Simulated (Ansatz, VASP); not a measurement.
One calculation of BaY, two programs

```
Ba Y
1.0
     3.66117    0.00000    0.00000
     0.00000    3.66117    0.00000
     0.00000    0.00000    4.97919
Ba Y
1 1
Direct
  0.00000 0.00000 0.00000
  0.50000 0.50000 0.50000
```

Alike in both runs: task relaxation of cell and atoms; functional PBE; k mesh 11 × 11 × 8; occupations fermi-dirac, width 0.03 eV; no spin polarisation.

```csv
,VASP,Ansatz
version,VASP 6.6.1,Ansatz 0.2.0
potentials or method,"VASP PAW PBE potentials, release 64 (Ba_sv, Y_sv)","PAW with Ansatz's default frozen-core files, scalar-relativistic"
plane-wave cutoff (eV),600,420
valence electrons in the cell,21,21
```

```tsv
	VASP	Ansatz	Ansatz less VASP
relaxed volume (Å³/atom)	43.21	42.90	-0.308
relaxed length of the cell vector where the two differ most in proportion (Å)	3.865	3.853	-0.0119
```

Neither program's run includes spin-orbit coupling. Noted on VASP's run: the volume moved by over 15 % at a fixed basis, so the end points are rough.
